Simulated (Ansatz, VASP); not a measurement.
**Li3Ge4N: VASP beside Ansatz**

```
CELL_PARAMETERS angstrom
3.97174 0.00000 0.00000
-1.98587 3.43963 0.00000
0.00000 0.00000 9.70534
ATOMIC_POSITIONS crystal
Li 0.00000 0.00000 0.17702
Li 0.33333 0.66667 0.02795
Li 0.66667 0.33333 0.95966
Ge 0.00000 0.00000 0.78294
Ge 0.33333 0.66667 0.32582
Ge 0.66667 0.33333 0.42715
Ge 0.66667 0.33333 0.68379
N 0.00000 0.00000 0.98069
```

Alike in both runs: functional PBE; k mesh 5 × 5 × 2; occupations gaussian, width 0.2 eV; no spin polarisation.

Ansatz relaxed the structure, and its values are those at the end. VASP's run is a single point on that final structure, the one shown.

```csv
,VASP,Ansatz
version,VASP 6.6.1,Ansatz 0.2.0
potentials or method,"VASP PAW PBE potentials, release 64 (Li_sv, Ge_d, N), cutoff 520 eV","scalar-relativistic, plane waves, PAW"
valence electrons in the cell,70,70
```

```tsv
	VASP	Ansatz	Ansatz less VASP
gap on the k mesh at the Fermi level (eV)	0.33	0.32	-0.005
least direct gap on the mesh (eV)	0.33	0.32	-0.005
rms of the force components (eV/Å)	0.019	0.018	-0.0008
```

The functional is the same, so the differences come from potentials, cutoffs and numerics.

Noted on VASP's run: the cutoff is short for stress, so the pressure is rough.
